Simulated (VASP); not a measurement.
Crystal: SnSe2.

```
CELL_PARAMETERS angstrom
3.81100 0.00000 0.00000
-1.90550 3.30042 0.00000
0.00000 0.00000 6.13600
ATOMIC_POSITIONS crystal
Sn 0.00000 0.00000 0.00000
Se 0.33333 0.66667 0.24900
Se 0.66667 0.33333 0.75100
```

| Property | Result |
| --- | --- |
| Program | VASP 6.6.1 |
| Task | relaxation of cell and atoms |
| Functional | LDA |
| Potentials or basis | VASP PAW LDA potentials, release 64 (Sn_d, Se) |
| Cutoff | 600 eV |
| k mesh | 9 × 9 × 6 |
| Occupations | gaussian, width 0.02 eV |
| Spin | no spin polarisation |

At the start: pressure 1.0 GPa; volume 25.73 Å³/atom.

Q: Where does the relaxation end?

A: Over 29 steps the energy falls by 12.5 meV/atom and the volume is 24.63 Å³/atom (-4.2 %); space group P-3m1 (No. 164, to 0.1 Å) before and after.

Step by step:
```
step  energy change (eV)  largest force (eV/Å)  pressure (GPa)  volume (Å³)
   1              0.0000                0.5069            0.98        77.18
   2             -0.0129                0.0125           -1.46        78.95
   3             -0.0152                0.1287           -0.81        78.44
   4             -0.0217                0.0885           -0.34        77.44
   5             -0.0227                0.0662           -0.09        76.90
   6             -0.0248                0.0861            0.03        76.55
   7             -0.0295                0.1461            0.43        75.48
   8             -0.0296                0.2635            1.41        73.34
   9             -0.0312                0.2153            0.96        74.30
  10             -0.0319                0.2052            0.90        74.27
  11             -0.0337                0.1754            0.73        74.19
  12             -0.0361                0.1175            0.43        74.03
  13             -0.0367                0.0078           -0.13        73.69
  14             -0.0371                0.0505            0.09        73.82
  15             -0.0373                0.0423            0.06        73.87
  16             -0.0376                0.0170           -0.03        73.99
  17             -0.0373                0.0333           -0.21        74.23
  18             -0.0376                0.0031           -0.09        74.06
  19             -0.0376                0.0059           -0.04        74.01
  20             -0.0376                0.0081            0.00        73.97
  21             -0.0376                0.0061            0.00        73.97
  22             -0.0377                0.0012           -0.01        73.96
  23             -0.0377                0.0015            0.00        73.95
  24             -0.0377                0.0022            0.01        73.92
  25             -0.0377                0.0016            0.00        73.92
  26             -0.0376                0.0001           -0.01        73.92
  27             -0.0376                0.0036           -0.03        73.91
  28             -0.0376                0.0013           -0.02        73.92
  29             -0.0376                0.0005           -0.01        73.90
```

Final structure:
```yaml
crystal:
  lattice:
    - [3.80384, 0.00000, 0.00000]
    - [-1.90192, 3.29422, 0.00000]
    - [0.00000, 0.00000, 5.89788]
  atoms:
    - { symbol: Sn, position: [0.00000, 0.00000, 0.00000] }
    - { symbol: Se, position: [0.33333, 0.66667, 0.26760] }
    - { symbol: Se, position: [0.66667, 0.33333, 0.73240] }
```
